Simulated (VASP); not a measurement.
HfBF, 6 atoms in the cell. The structure is tetragonal, space group P4_2/mmc (No. 131). The conventional cell has a = 3.782 Å, b = 3.782 Å, c = 6.123 Å, α = 90.00°, β = 90.00°, γ = 90.00°. Hf (site symmetry -4m2) has 4 B at 2.43 Å and 2 Hf at 3.06 Å and 8 F at 3.08 Å within 3.2 Å. Within 2.5 Å of B (site symmetry mmm) lie 2 F at 1.89 Å and 4 Hf at 2.43 Å. Within 2.5 Å of F (site symmetry mmm) lie 2 B at 1.89 Å. The cell was generated, and may not be a known phase.

```yaml
Program: VASP 6.6.1
Task: single point
Functional: PBE
Potentials_or_basis: VASP PAW PBE potentials, release 64 (Hf_pv, B, F)
Cutoff: 520 eV
k_mesh: 10 × 10 × 6
Occupations: gaussian, width 0.1 eV
Spin: no spin polarisation
Dipole_correction: no
Further_INCAR_settings: ALGO = Fast; EDIFF = 1e-06; NBANDS = 29
```

Potentials or basis: VASP PAW PBE potentials, release 64 (Hf_pv, B, F).

Run with:

```sh
$ cat potpaw_PBE.64/Hf_pv/POTCAR potpaw_PBE.64/B/POTCAR potpaw_PBE.64/F/POTCAR > POTCAR
$ mpirun -np 1 vasp_std > vasp.out
```

Hardware: 1 thread of Oxide Virtual Turin-like Processor, on a shared host.

Question: How long does it take, and how much memory?

Answer: Run time: 92 s on 1 thread of Oxide Virtual Turin-like Processor (shared host), peak memory 0.29 GiB. Counts: scf iterations 15, k points 84.
